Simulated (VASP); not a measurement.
Wanted: the native input for a VASP 6.6.1 run.

```yaml
Task: single point
Functional: PBEsol
Potentials_or_basis: VASP PAW PBE potentials, release 64 (Mo_sv)
Cutoff: 520 eV
k_mesh: 12 × 12 × 12
Occupations: fermi-dirac, width 0.05 eV
Spin: non-collinear spin, zero start, spin-orbit coupling
Starting_moments: "[[0.0, 0.0, 0.0]] μB"
Dipole_correction: no
Further_INCAR_settings: ALGO = Normal; EDIFF = 1e-06; NBANDS = 25
```

The structure of Mo lies in POSCAR:

```
Mo
1.0
   -1.5838089719      1.5838089719      1.5838089719
    1.5838089719     -1.5838089719      1.5838089719
    1.5838089719      1.5838089719     -1.5838089719
Mo
1
Direct
    0.0000000000      0.0000000000      0.0000000000
```

The input as run:

INCAR

```
PREC = Accurate ; ENCUT = 520
EDIFF = 1E-6 ; ISMEAR = -1
SIGMA = 0.05 ; LREAL = False
LASPH = True ; NELM = 150
ALGO = Normal ; ISIF = 2
LWAVE = False ; LCHARG = True
MAGMOM = 0 0 0 ; LORBIT = 11
LSORBIT = True ; GGA_COMPAT = False
LORBMOM = True ; LMAXMIX = 4
GGA = PS ; LVHAR = True
NBANDS = 25
```

KPOINTS

```
Automatic mesh
0
Gamma
  12 12 12
```

Potentials or basis: VASP PAW PBE potentials, release 64 (Mo_sv).

The run is started by

```console
$ cat potpaw_PBE.64/Mo_sv/POTCAR > POTCAR
$ mpirun -np 1 vasp_ncl > vasp.out
```

Results of the run:

```json
{
  "Pressure": "-9.0 GPa",
  "Net moment": "0.00 μB per cell",
  "Valence electrons inside the program's atomic spheres": "Mo 12.47"
}
```

Caveat: the PAW data sets were made with another functional, which shifts forces and pressure a little.

Run time: 80 s on 1 thread of AMD EPYC 7R13, on a shared host, peak memory 0.15 GiB.
